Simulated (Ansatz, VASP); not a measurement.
**Si2W: VASP beside Ansatz**

```
CELL_PARAMETERS angstrom
-1.61452 1.61452 3.93343
1.61452 -1.61452 3.93343
1.61452 1.61452 -3.93343
ATOMIC_POSITIONS crystal
Si 0.33453 0.33453 0.00000
Si 0.66547 0.66547 0.00000
W 0.00000 0.00000 0.00000
```

Alike in both runs: functional PBE; k mesh 20 × 20 × 20; occupations gaussian, width 0.1 eV; no spin polarisation.

Ansatz relaxed the structure, and its values are those at the end. VASP's run is a single point on that final structure, the one shown.

|  | VASP | Ansatz |
| --- | --- | --- |
| version | VASP 6.6.1 | Ansatz 0.2.0 |
| potentials or method | VASP PAW PBE potentials, release 64 (Si, W_sv), cutoff 520 eV | scalar-relativistic, plane waves, PAW |
| valence electrons in the cell | 22 | 22 |

VASP gave:

- gap on the k mesh at the Fermi level (eV): none
- pressure (GPa): 0.1
- rms of the force components (eV/Å): 0.003

**Question.** Which values does Ansatz return?

**Answer.** gap on the k mesh at the Fermi level (eV): none; pressure (GPa): 0.0; rms of the force components (eV/Å): 0.004.

A gap of «none» marks a metal or a gap that the smearing closes. The functional is the same, so the differences come from potentials, cutoffs and numerics.

Neither program's run includes spin-orbit coupling.
